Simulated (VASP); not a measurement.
ZnHgO2, 4 atoms in the cell. Symmetry: P-4m2, No. 115, tetragonal system. The conventional cell has a = 3.326 Å, b = 3.326 Å, c = 5.193 Å, α = 90.00°, β = 90.00°, γ = 90.00°. Within 2.6 Å of Zn (site symmetry -4m2) lie 4 O at 1.97 Å. O (site symmetry 2mm) has 2 Zn at 1.97 Å and 2 Hg at 2.27 Å within 2.6 Å. Hg (site symmetry -4m2) has 4 O at 2.27 Å within 3.0 Å. 

| Item | Value |
| --- | --- |
| Program | VASP 6.6.1 |
| Task | single point |
| Functional | PBE |
| Potentials or basis | VASP PAW PBE potentials, release 64 (Zn, O, Hg) |
| Cutoff | 520 eV |
| k mesh | 8 × 8 × 6 |
| Occupations | fermi-dirac, width 0.02 eV |
| Spin | non-collinear spin, zero start, spin-orbit coupling |
| Starting moments | [[0.0, 0.0, 0.0], [0.0, 0.0, 0.0], [0.0, 0.0, 0.0], [0.0, 0.0, 0.0]] μB |
| Dipole correction | no |
| Further INCAR settings | ALGO = Normal; EDIFF = 1e-06; NBANDS = 50 |

Potentials or basis: VASP PAW PBE potentials, release 64 (Zn, O, Hg).

Command:

```console
$ cat potpaw_PBE.64/Zn/POTCAR potpaw_PBE.64/O/POTCAR potpaw_PBE.64/Hg/POTCAR > POTCAR
$ mpirun -np 1 vasp_ncl > vasp.out
```

Hardware: 1 thread of Intel(R) Xeon(R) Platinum 8488C (Sapphire Rapids), with other jobs on the host.

Estimate the wall time of this run.

Wall time 9.2 min on 1 thread of Intel(R) Xeon(R) Platinum 8488C (Sapphire Rapids), with other jobs on the host, peak memory 0.53 GiB. Counts: scf iterations 15, k points 80.
